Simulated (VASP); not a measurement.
# TaSi (CsCl type) (Pm-3m) in VASP: notebook

Aim: see how the results for TaSi (CsCl type) move with the level of theory and the settings. Levels: PBEsol, LDA. Tasks: single point.

Program: VASP 6.6.1. These are calculated values, not measurements. Logs are shortened: lines on timing, memory, paths and dates and some standing lists are left out, and cuts for length are marked.

### Step 1. The cell of the first run

Symmetry: Pm-3m, No. 221, cubic system. The conventional cell has a = 2.839 Å, b = 2.839 Å, c = 2.839 Å, α = 90.00°, β = 90.00°, γ = 90.00°. Within 3.2 Å of Ta (site symmetry m-3m) lie 8 Si at 2.46 Å and 6 Ta at 2.84 Å. Si (site symmetry m-3m) has 8 Ta at 2.46 Å and 6 Si at 2.84 Å within 3.2 Å.

### Step 2. Single point, PBEsol (11.44 Å³/atom)

Input file INCAR:

```
PREC = Accurate
ENCUT = 520
EDIFF = 1E-6
ISMEAR = -1
SIGMA = 0.05
LREAL = False
LASPH = True
NELM = 60
ALGO = Normal
ISIF = 2
LWAVE = False
LCHARG = False
GGA = PS
NBANDS = 14
```

Input file KPOINTS:

```
Automatic mesh
0
Gamma
  14 14 14
```

Input file POSCAR:

```
TaSi
1.0
    2.8387598148      0.0000000000      0.0000000000
    0.0000000000      2.8387598148      0.0000000000
    0.0000000000      0.0000000000      2.8387598148
Ta Si
1 1
Direct
    0.0000000000      0.0000000000      0.0000000000
    0.5000000000      0.5000000000      0.5000000000
```

Potentials or basis: VASP PAW PBE potentials, release 64 (Ta_pv, Si).

On the command line:

```
> cat potpaw_PBE.64/Ta_pv/POTCAR potpaw_PBE.64/Si/POTCAR > POTCAR
> mpirun -np 1 vasp_std > vasp.out
```

OUTCAR:

```text
PREC = Accurate
   ENCUT = 520
   EDIFF = 1E-6
   ISMEAR = -1
   LREAL = False
   LASPH = True
   NELM = 60
   ISIF = 2
   GGA = PS

 ion  position               nearest neighbor table
   1  0.000  0.000  0.000-   2 2.46   2 2.46   2 2.46   2 2.46   2 2.46   2 2.46   2 2.46   2 2.46

   2  0.500  0.500  0.500-   1 2.46   1 2.46   1 2.46   1 2.46   1 2.46   1 2.46   1 2.46   1 2.46

  LATTYP: Found a simple cubic cell.
 ALAT       =     2.8387598148

  Lattice vectors:

 A1 = (   2.8387598148,   0.0000000000,   0.0000000000)
 A2 = (   0.0000000000,   2.8387598148,   0.0000000000)
 A3 = (   0.0000000000,   0.0000000000,   2.8387598148)

Analysis of symmetry for initial positions (statically):
=====================================================================
 Subroutine PRICEL returns:
 Original cell was already a primitive cell.

 Routine SETGRP: Setting up the symmetry group for a
 simple cubic supercell.

 Subroutine GETGRP returns: Found 48 space group operations
 (whereof 48 operations were pure point group operations)
 out of a pool of 48 trial point group operations.

The static configuration has the point symmetry O_h .

Analysis of symmetry for dynamics (positions and initial velocities):
=====================================================================
 Subroutine PRICEL returns:
 Original cell was already a primitive cell.

 Routine SETGRP: Setting up the symmetry group for a
 simple cubic supercell.

 Subroutine GETGRP returns: Found 48 space group operations
 (whereof 48 operations were pure point group operations)
 out of a pool of 48 trial point group operations.

The dynamic configuration has the point symmetry O_h .

 Subroutine INISYM returns: Found 48 space group operations
 (whereof 48 operations are pure point group operations),
 and found     1 'primitive' translations

----------------------------------------------------------------------------------------

                                     Primitive cell

  volume of cell :      22.8763

  direct lattice vectors                    reciprocal lattice vectors
     2.838759815  0.000000000  0.000000000     0.352266506  0.000000000  0.000000000
     0.000000000  2.838759815  0.000000000     0.000000000  0.352266506  0.000000000
     0.000000000  0.000000000  2.838759815     0.000000000  0.000000000  0.352266506

  length of vectors
     2.838759815  2.838759815  2.838759815     0.352266506  0.352266506  0.352266506

  position of ions in fractional coordinates (direct lattice)
     0.000000000  0.000000000  0.000000000
     0.500000000  0.500000000  0.500000000

  ion indices of the primitive-cell ions
   primitive index   ion index
                 1           1
                 2           2

----------------------------------------------------------------------------------------

 KPOINTS: Automatic mesh

Automatic generation of k-mesh.
 Grid dimensions read from file:
 generate k-points for:   14   14   14

 Generating k-lattice:

  Cartesian coordinates                     Fractional coordinates (reciprocal lattice)
     0.025161893  0.000000000  0.000000000     0.071428571  0.000000000  0.000000000
     0.000000000  0.025161893  0.000000000     0.000000000  0.071428571  0.000000000
     0.000000000  0.000000000  0.025161893     0.000000000  0.000000000  0.071428571

  Length of vectors
     0.025161893  0.025161893  0.025161893

  Shift w.r.t. Gamma in fractional coordinates (k-lattice)
     0.000000000  0.000000000  0.000000000

 Subroutine IBZKPT returns following result:
 ===========================================

 Found    120 irreducible k-points:

 Following reciprocal coordinates:
            Coordinates               Weight
  0.000000  0.000000  0.000000      1.000000
  0.071429  0.000000  0.000000      6.000000
  0.142857  0.000000  0.000000      6.000000
  0.214286  0.000000  0.000000      6.000000
  0.285714  0.000000  0.000000      6.000000
  0.357143  0.000000  0.000000      6.000000
[... 16 lines left out ...]
  0.285714  0.214286  0.000000     24.000000
  0.357143  0.214286  0.000000     24.000000
 [... further k-points ...]
   k-points           NKPTS =    120   k-points in BZ     NKDIM =    120   number of bands    NBANDS=     14
   number of dos      NEDOS =    301   number of ions     NIONS =      2
   total plane-waves  NPLWV =  13824
   dimension x,y,z NGX =    24 NGY =   24 NGZ =   24
   dimension x,y,z NGXF=    48 NGYF=   48 NGZF=   48
   ions per type =               1   1
   NGX,Y,Z   is equivalent  to a cutoff of  14.06, 14.06, 14.06 a.u.
   NGXF,Y,Z  is equivalent  to a cutoff of  28.11, 28.11, 28.11 a.u.
 SYSTEM =  unknown system
   PREC   = accura    normal or accurate (medium, high low for compatibility)
   ISTART =      0    job   : 0-new  1-cont  2-samecut
   ICHARG =      2    charge: 1-file 2-atom 10-const
   ISPIN  =      1    spin polarized calculation?
   LNONCOLLINEAR =      F non collinear calculations
   LSORBIT =      F    spin-orbit coupling
   LASPH  =      T    aspherical Exc in radial PAW
   ENCUT  =  520.0 eV  38.22 Ry    6.18 a.u.   5.28  5.28  5.28*2*pi/ulx,y,z
   NELM   =     60;   NELMIN=  2; NELMDL= -5     # of ELM steps
   EDIFF  = 0.1E-05   stopping-criterion for ELM
   LREAL  =      F    real-space projection
   EDIFFG = 0.1E-04   stopping-criterion for IOM
   NSW    =      0    number of steps for IOM
   IBRION =     -1    ionic relax: 0-MD 1-quasi-New 2-CG
   NFREE  =      0    steps in history (QN), initial steepest desc. (CG)
   ISIF   =      2    stress and relaxation
   ISYM   =      2    0-nonsym 1-usesym 2-fastsym
   POTIM  = 0.5000    time-step for ionic-motion
   TEBEG  =    0.0;   TEEND  =   0.0 temperature during run
   PSTRESS=    0.0 pullay stress
   NELECT =      15.0000    total number of electrons
   NUPDOWN=      -1.0000    fix difference up-down
   EMIN   =  10.00;   EMAX   =-10.00  energy-range for DOS
   EFERMI =   0.00;   METHOD = LEGACY
   ISMEAR =    -1;   SIGMA  =   0.05  broadening in eV -4-tet -1-fermi 0-gaus
   EFERMI_NEDOS =   21; number of points for ismear=-14 and -15
   IALGO  =     38    algorithm
   IMIX   =      4    mixing-type and parameters
     AMIX     =   0.40;   BMIX     =  1.00
     AMIX_MAG =   1.60;   BMIX_MAG =  1.00
  volume/ion in A,a.u.               =      11.44        77.19
  Fermi-wavevector in a.u.,A,eV,Ry     =   1.422252  2.687667 27.521881  2.022801
  Thomas-Fermi vector in A             =   2.542976
   LORBIT       =      0    0 simple, 1 ext, 2 COOP (PROOUT), +10 PAW based schemes
   GGA     = PS    functional components
   LHFCALC =     F    Hartree Fock is set to
   AEXX    =    0.0000 exact exchange contribution
   IVDW    =     0    specifies the selected vdW correction
   LEPSILON=     F    determine dielectric tensor
   LRPA    =     F    only Hartree local field effects (RPA)
 non-spin polarized calculation
  energy-cutoff  :      520.00
  volume of cell :       22.88
 maximum number of plane-waves:       628
 NGX is ok and might be reduce to    24
   NGX = 11   NGY = 11   NGZ = 11

 number of electron      14.9999999 magnetization

 Free energy of the ion-electron system (eV)
  ---------------------------------------------------
  ext. energy  EPLUGINS =         0.00000000
  ---------------------------------------------------
  free energy    TOTEN  =       -16.69981004 eV

  energy without entropy =      -16.69108634  energy(sigma->0) =      -16.69544819

 E-fermi :  11.5443     XC(G=0): -13.7841

 val. band max:       11.5153081312   @ k =   0.3571   0.2857   0.2143
 cond. band min:      11.5575856710   @ k =   0.5000   0.4286   0.2857
 fundamental gap:      0.0422775398
 Fermi energy:        11.5443313996

 k-point     1 :       0.0000    0.0000    0.0000
  band No.  band energies     occupation
      1     -21.5754      2.00000
      2     -21.5754      2.00000
      3     -21.5754      2.00000
      4      -2.4770      2.00000
      5       7.0582      2.00000
      6       7.0582      2.00000
      7      15.0867      0.00000
      8      15.0867      0.00000
      9      15.0867      0.00000
     10      15.3568      0.00000
     11      15.3568      0.00000
     12      15.3568      0.00000
     13      23.8814      0.00000
     14      23.8814      0.00000

 k-point     2 :       0.0714    0.0000    0.0000
  band No.  band energies     occupation
      1     -21.6352      2.00000
      2     -21.5701      2.00000
      3     -21.5701      2.00000
      4      -2.3357      2.00000
      5       7.0913      2.00000
      6       7.1276      2.00000
      7      14.0237      0.00000
      8      14.0237      0.00000
      9      14.8524      0.00000
     10      15.4013      0.00000
     11      16.4336      0.00000
     12      16.4336      0.00000
     13      23.2154      0.00000
     14      24.0961      0.00000

 k-point     3 :       0.1429    0.0000    0.0000
  band No.  band energies     occupation
      1     -21.7997      2.00000
      2     -21.5553      2.00000
      3     -21.5553      2.00000
      4      -1.9266      2.00000
      5       7.0983      2.00000
      6       7.3312      2.00000
      7      12.9068      0.00000
      8      12.9068      0.00000
      9      14.4402      0.00000
     10      15.5293      0.00000
     11      17.6038      0.00000
     12      17.6038      0.00000
     13      21.7726      0.00000
     14      24.4059      0.00000
[... 324 lines left out ...]
 k-point    23 :       0.2857    0.2143    0.0000
  band No.  band energies     occupation
      1     -22.2133      2.00000
      2     -21.9362      2.00000
      3     -21.4688      2.00000
      4       0.4438      2.00000
      5       6.1829      2.00000
      6       7.9387      2.00000
      7      10.3127      2.00000
      8      11.4326      1.80650
      9      13.5177      0.00000
     10      16.1956      0.00000
     11      17.5592      0.00000
     12      21.3112      0.00000
     13      22.0788      0.00000
     14      25.4127      0.00000

 k-point    24 :       0.3571    0.2143    0.0000
  band No.  band energies     occupation
      1     -22.4184      2.00000
      2     -21.9083      2.00000
      3     -21.4473      2.00000
      4       1.2163      2.00000
      5       5.2833      2.00000
      6       8.2671      2.00000
      7      10.1588      2.00000
      8      10.9644      1.99998
      9      13.6514      0.00000
     10      16.9219      0.00000
     11      18.0926      0.00000
     12      20.7349      0.00000
     13      21.9359      0.00000
     14      24.1182      0.00000

 [... further k-points ...]

------------------------ aborting loop because EDIFF is reached ----------------------------------------

  FORCE on cell =-STRESS in cart. coord.  units (eV):
  Direction    XX          YY          ZZ          XY          YZ          ZX
  --------------------------------------------------------------------------------------
  -------------------------------------------------------------------------------------
  Total       14.4735970     14.4735970     14.4735970     -0.0000000      0.0000000     -0.0000000
  in kB     1013.6805451   1013.6805451   1013.6805451     -0.0000000      0.0000000     -0.0000000
  external PRESSURE =    1013.6805451 kB  Pullay stress =       0.0000000 kB

 VOLUME and BASIS-vectors are now :
 -----------------------------------------------------------------------------
  energy-cutoff  :      520.00
  volume of cell :       22.88
      direct lattice vectors                 reciprocal lattice vectors
     2.838759815  0.000000000  0.000000000     0.352266506  0.000000000  0.000000000
     0.000000000  2.838759815  0.000000000     0.000000000  0.352266506  0.000000000
     0.000000000  0.000000000  2.838759815     0.000000000  0.000000000  0.352266506

 POSITION                                       TOTAL-FORCE (eV/Angst)
 -----------------------------------------------------------------------------------
      0.00000      0.00000      0.00000         0.000000      0.000000      0.000000
      1.41938      1.41938      1.41938         0.000000      0.000000      0.000000
 -----------------------------------------------------------------------------------
    total drift:                               -0.000000      0.000000      0.000000

  FREE ENERGIE OF THE ION-ELECTRON SYSTEM (eV)
  ---------------------------------------------------
  free  energy   TOTEN  =       -16.6998100427 eV

  energy  without entropy=      -16.6910863361  energy(sigma->0) =      -16.69544819
```

It took 30 s on 1 thread of Intel Xeon 8259CL, shared host; peak memory 0.17 GiB.

Results:

- Free energy: -16.6998 eV
- Pressure: 101.4 GPa
- Band gap on the k mesh: zero (an odd number of electrons rules out a gap without spin polarisation)

Caveat: the cell stands under pressure; the PAW data sets were made with another functional, which shifts forces and pressure a little; spin-orbit coupling is left out, which moves the levels of the heavy elements.

### Step 3. Single point, LDA

This run uses another cell than the first one, of 6.86 Å³/atom.

Input file INCAR:

```
  ALGO = Normal
  EDIFF = 1E-6
  ENCUT = 520
  ISIF = 2
  ISMEAR = -1
  LASPH = T
  LCHARG = F
  LREAL = F
  LWAVE = F
  NBANDS = 14
  NELM = 100
  PREC = Accurate
  SIGMA = 0.05
```

Input file KPOINTS:

```
k-points
0
Gamma
  18 18 18
```

Input file POSCAR:

```
TaSi
1.0
    2.3943027568      0.0000000000      0.0000000000
    0.0000000000      2.3943027568      0.0000000000
    0.0000000000      0.0000000000      2.3943027568
Ta Si
1 1
Direct
    0.0000000000      0.0000000000      0.0000000000
    0.5000000000      0.5000000000      0.5000000000
```

Potentials or basis: VASP PAW LDA potentials, release 64 (Ta_pv, Si).

On the command line:

```
> cat potpaw_LDA.64/Ta_pv/POTCAR potpaw_LDA.64/Si/POTCAR > POTCAR
> mpirun -np 1 vasp_std > vasp.out
```

Run time: 40 s. Hardware: 1 thread of Intel Xeon 8259CL, shared host; peak memory 0.15 GiB.

The run converged, but its numbers aren't listed here, since they failed a check.

Caveat: the cell stands under pressure; spin-orbit coupling is left out, which moves the levels of the heavy elements.

### Step 4. Single point, PBEsol (12.96 Å³/atom)

This run uses another cell than the first one, of 12.96 Å³/atom.

Input file INCAR:

```
SYSTEM = TaSi
PREC = Accurate
ENCUT = 520
EDIFF = 1E-6
ISMEAR = -1
SIGMA = 0.05
LREAL = .False.
LASPH = .True.
NELM = 60
ALGO = Normal
ISIF = 2
LWAVE = .False.
LCHARG = .False.
GGA = PS
NBANDS = 14
```

Input file KPOINTS:

```
regular mesh
0
Gamma
  14 14 14
  0 0 0
```

Input file POSCAR:

```
TaSi
1.0
    2.9597012066      0.0000000000      0.0000000000
    0.0000000000      2.9597012066      0.0000000000
    0.0000000000      0.0000000000      2.9597012066
Ta Si
1 1
Direct
    0.0000000000      0.0000000000      0.0000000000
    0.5000000000      0.5000000000      0.5000000000
```

Potentials or basis: VASP PAW PBE potentials, release 64 (Ta_pv, Si).

On the command line:

```
> cat potpaw_PBE.64/Ta_pv/POTCAR potpaw_PBE.64/Si/POTCAR > POTCAR
> mpirun -np 1 vasp_std > vasp.out
```

Run time: 24 s. Hardware: 1 thread of Intel Xeon 8259CL, shared host; peak memory 0.17 GiB.

Results (log left out):

- Free energy: -18.0455 eV
- Pressure: 44.8 GPa
- Band gap on the k mesh: zero (an odd number of electrons rules out a gap without spin polarisation)

Levels at points of the mesh, in eV from the Fermi level:
| k point | band 3 | band 4 | band 5 | band 6 | band 7 | band 8 | band 9 | band 10 | band 11 | band 12 |
| --- | --- | --- | --- | --- | --- | --- | --- | --- | --- | --- |
| (0.00, 0.00, 0.00) | -33.44 | -13.15 | -3.70 | -3.70 | 2.97 | 2.97 | 2.97 | 3.41 | 3.41 | 3.41 |
| (0.50, 0.00, 0.00) | -33.37 | -8.56 | -8.25 | -2.06 | -1.33 | -1.33 | 4.24 | 5.06 | 6.23 | 9.92 |
| (0.50, 0.50, 0.00) | -33.31 | -9.21 | -3.45 | -3.39 | -3.39 | 0.39 | 0.39 | 5.65 | 6.53 | 7.05 |
| (0.50, 0.50, 0.50) | -33.94 | -6.46 | -6.46 | -6.46 | -3.39 | 4.16 | 4.16 | 4.16 | 6.80 | 6.80 |

Caveat: the cell stands under pressure; the PAW data sets were made with another functional, which shifts forces and pressure a little; spin-orbit coupling is left out, which moves the levels of the heavy elements.

### Step 5. Single point, PBEsol (12.96 Å³/atom)

This run uses another cell than the first one, of 12.96 Å³/atom.

Input file INCAR:

```
PREC     = Accurate       # precision mode
ENCUT    = 520            # plane-wave cutoff, eV
EDIFF    = 1E-6           # SCF threshold, eV
ISMEAR   = -1             # smearing method
SIGMA    = 0.05           # smearing width, eV
LREAL    = F              # projectors in reciprocal space
LASPH    = T              # aspherical terms in the spheres
NELM     = 100            # most SCF steps
ALGO     = Normal         # electronic algorithm
ISIF     = 2              # what is computed and relaxed
LWAVE    = F              # write WAVECAR
LCHARG   = F              # write CHGCAR
GGA      = PS             # functional
NBANDS   = 14             # bands
```

Input file KPOINTS:

```
Automatic mesh
0
Gamma
  14 14 14
```

POSCAR is that of step 4.

On the command line:

```
> cat potpaw_PBE.64/Ta_pv/POTCAR potpaw_PBE.64/Si/POTCAR > POTCAR
> mpirun -np 1 vasp_std > vasp.out
```

It took 36 s on 1 thread of Intel Xeon 8259CL, shared host; peak memory 0.17 GiB.

Results (log left out):

```
Free energy            : -18.0455 eV
Pressure               : 44.8 GPa
Band gap on the k mesh : zero (an odd number of electrons rules out a gap without spin polarisation)
```

Levels at points of the mesh, in eV from the Fermi level:
```
           k point  band 4  band 5  band 6  band 7  band 8  band 9  band 10  band 11
(0.00, 0.00, 0.00)  -13.15   -3.70   -3.70    2.97    2.97    2.97     3.41     3.41
(0.50, 0.00, 0.00)   -8.56   -8.25   -2.06   -1.33   -1.33    4.24     5.06     6.23
(0.50, 0.50, 0.00)   -9.21   -3.45   -3.39   -3.39    0.39    0.39     5.65     6.53
(0.50, 0.50, 0.50)   -6.46   -6.46   -6.46   -3.39    4.16    4.16     4.16     6.80
```

Caveat: the cell stands under pressure; the PAW data sets were made with another functional, which shifts forces and pressure a little; spin-orbit coupling is left out, which moves the levels of the heavy elements.
